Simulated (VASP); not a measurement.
Set up this calculation in VASP 6.6.1, as the native input.

| Quantity | Value |
| --- | --- |
| Task | relaxation of shape and atoms at fixed volume |
| Functional | PBE |
| Dispersion | D3(BJ) |
| Potentials or basis | VASP PAW PBE potentials, release 64 (Si, O) |
| Cutoff | 600 eV |
| k mesh | 12 × 12 × 12 |
| Occupations | gaussian, width 0.02 eV |
| Spin | no spin polarisation |
| Dipole correction | no |
| Further INCAR settings | ALGO = Normal; EDIFF = 1e-06; IBRION = 2; EDIFFG = -0.01; NSW = 50; ISIF = 4 |

The structure of SiO2 lies in POSCAR:

```
SiO2
1.0
    1.3228988585      0.7637760121      4.2916171217
   -1.3228988585      0.7637760121      4.2916171217
    0.0000000000     -1.5275520241      4.2916171217
Si O
1 2
Direct
    0.5000000000      0.5000000000      0.5000000000
    0.7631509050      0.7631509050      0.7631509050
    0.2368490950      0.2368490950      0.2368490950
```

The input as run:

INCAR

```
PREC = Accurate
ENCUT = 600
EDIFF = 1E-6
ISMEAR = 0
SIGMA = 0.02
LREAL = F
LASPH = T
NELM = 100
ALGO = Normal
ISIF = 4
LWAVE = F
LCHARG = F
GGA = PE
IVDW = 12
IBRION = 2
NSW = 50
EDIFFG = -0.01
```

KPOINTS

```
regular mesh
0
Gamma
  12 12 12
```

Potentials or basis: VASP PAW PBE potentials, release 64 (Si, O).

Run with:

```bash
$ cat potpaw_PBE.64/Si/POTCAR potpaw_PBE.64/O/POTCAR > POTCAR
$ mpirun -np 1 vasp_std > vasp.out
```

Results of the run:

The energy gained by relaxing is 6.4 meV/atom, the ionic steps are 4 and the pressure after relaxing is 6.5 GPa. The largest force after relaxing is 0.005 eV/Å, the band gap on the k mesh is 6.21 eV (least direct gap 6.32 eV) and the dispersion energy per atom is -0.209 eV.

Wall time 4.6 min on 1 thread of AMD EPYC 7R13 Processor (Zen 3), on a shared host, peak memory 0.23 GiB.
